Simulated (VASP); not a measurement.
A run of VASP 6.6.1:

The input INCAR:

```
PREC = Accurate
ENCUT = 520
EDIFF = 1E-7
ISMEAR = 0
SIGMA = 0.15
LREAL = False
LASPH = True
NELM = 100
ALGO = Fast
ISIF = 2
LWAVE = False
LCHARG = True
GGA = PS
LELF = True
LVHAR = True
NBANDS = 20
```

The input KPOINTS:

```
regular mesh
0
Gamma
  15 15 8
```

Contents of POSCAR:

```
Ta2N
1.0
    3.0782595490     -0.2154781684      0.0000000000
   -1.7257393423      2.7735900531      0.0000000000
    0.0000000000      0.0000000000      4.8239329370
Ta N
2 1
Direct
    0.6666666667      0.3333333333      0.7463700642
    0.3333333333      0.6666666667      0.2536299358
    0.0000000000      0.0000000000      0.0000000000
```

Potentials or basis: VASP PAW PBE potentials, release 64 (Ta_pv, N).

The run is started by

```sh
$ cat potpaw_PBE.64/Ta_pv/POTCAR potpaw_PBE.64/N/POTCAR > POTCAR
$ mpirun -np 1 vasp_std > vasp.out
```

Hardware: 1 thread of Oxide Virtual Turin-like Processor, on a shared host.

Question: How long does it take, and how much memory?

Answer: Run time: 7.6 min on 1 thread of Oxide Virtual Turin-like Processor (shared host), peak memory 0.65 GiB. Counts: scf iterations 16, k points 901.
